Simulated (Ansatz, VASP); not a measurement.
# SiC in VASP and in Ansatz

```
Si C
1.0
     3.09177    0.00000    0.00000
    -1.54588    2.67755    0.00000
     0.00000    0.00000    5.07402
Si C
2 2
Direct
  0.33333 0.66667 0.00456
  0.66667 0.33333 0.50456
  0.40548 0.71948 0.34102
  0.66667 0.33333 0.88044
```

Alike in both runs: task single point; functional PBE; k mesh 12 × 12 × 6; occupations gaussian, width 0.05 eV; no spin polarisation.

|  | VASP | Ansatz |
| --- | --- | --- |
| version | VASP 6.6.1 | Ansatz 0.2.0 |
| potentials or method | VASP PAW PBE potentials, release 64 (Si, C), cutoff 520 eV | scalar-relativistic, plane waves, PAW |
| valence electrons in the cell | 16 | 16 |

|  | VASP | Ansatz | Ansatz less VASP |
| --- | --- | --- | --- |
| gap on the k mesh at the Fermi level (eV) | 1.13 | 1.14 | +0.007 |
| least direct gap on the mesh (eV) | 3.52 | 3.53 | +0.006 |
| pressure (GPa) | 4.6 | 4.6 | +0.06 |
| traceless stress, the component that is largest in VASP (GPa) | 9.92 | 9.92 | -0.005 |
| rms of the force components (eV/Å) | 2.027 | 2.029 | +0.0014 |

Atom by atom the forces differ by 0.004 eV/Å (rms over components).
